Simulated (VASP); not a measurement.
BAs5, 6 atoms in the cell. Symmetry: P6/mmm, No. 191, hexagonal system. The conventional cell has a = 5.627 Å, b = 5.627 Å, c = 4.623 Å, α = 90.00°, β = 90.00°, γ = 120.00°. B (site symmetry 6/mmm) has 18 As at 3.25 to 3.64 Å within 4.3 Å. As (site symmetry -6m2) has 9 As at 2.83 to 3.25 Å and 3 B at 3.25 Å within 3.7 Å. As (site symmetry mmm) has 8 As at 2.81 to 2.83 Å and 4 B at 3.64 Å within 3.7 Å. 

| Item | Value |
| --- | --- |
| Program | VASP 6.6.1 |
| Task | single point |
| Functional | PBE |
| Potentials or basis | VASP PAW PBE potentials, release 64 (B, As) |
| Cutoff | 520 eV |
| k mesh | 6 × 6 × 4 |
| Occupations | gaussian, width 0.1 eV |
| Spin | no spin polarisation |
| Dipole correction | no |
| Further INCAR settings | ALGO = Normal; EDIFF = 1e-06; NBANDS = 23 |

Potentials or basis: VASP PAW PBE potentials, release 64 (B, As).

Launch:

```console
$ cat potpaw_PBE.64/B/POTCAR potpaw_PBE.64/As/POTCAR > POTCAR
$ mpirun -np 1 vasp_std > vasp.out
```

Hardware: 1 thread of Intel(R) Xeon(R) Platinum 8488C (Sapphire Rapids), on a shared host.

Task: How long does it take, and how much memory?

Result: Wall time 33 s on 1 thread of Intel(R) Xeon(R) Platinum 8488C (Sapphire Rapids) (shared host), peak memory 0.25 GiB. Counts: scf iterations 11, k points 21.
